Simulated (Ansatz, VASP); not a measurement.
**Two plane-wave programs on ZnS**

```
Zn S
1.0
     3.96213    0.00000    0.00000
    -1.98106    3.43130    0.00000
     0.00000    0.00000   12.21252
Zn S
4 4
Direct
  0.00000 0.00000 0.00005
  0.00000 0.00000 0.50005
  0.33333 0.66667 0.25002
  0.66667 0.33333 0.75002
  0.00000 0.00000 0.18729
  0.00000 0.00000 0.68729
  0.33333 0.66667 0.43764
  0.66667 0.33333 0.93764
```

Change from the starting cell: strain +0.030 along x and y, -0.030 along z, atoms carried along.

Alike in both runs: task single point; functional PBE; k mesh 12 × 12 × 2; occupations gaussian, width 0.05 eV; no spin polarisation.

```csv
,VASP,Ansatz
version,VASP 6.6.1,Ansatz 0.2.0
potentials or method,"VASP PAW PBE potentials, release 64 (Zn, S), cutoff 520 eV","scalar-relativistic, plane waves, PAW"
valence electrons in the cell,72,72
```

VASP gave:

```
gap on the k mesh at the Fermi level (eV)                     : 1.87
least direct gap on the mesh (eV)                             : 1.87
pressure (GPa)                                                : -1.3
traceless stress, the component that is largest in VASP (GPa) : 5.04
rms of the force components (eV/Å)                            : 0.217
```

**Question.** What did Ansatz give for the same quantities?

**Answer.** gap on the k mesh at the Fermi level (eV): 1.87; least direct gap on the mesh (eV): 1.87; pressure (GPa): -1.4; traceless stress, the component that is largest in VASP (GPa): 5.02; rms of the force components (eV/Å): 0.214.

Atom by atom the forces differ by 0.003 eV/Å (rms over components).
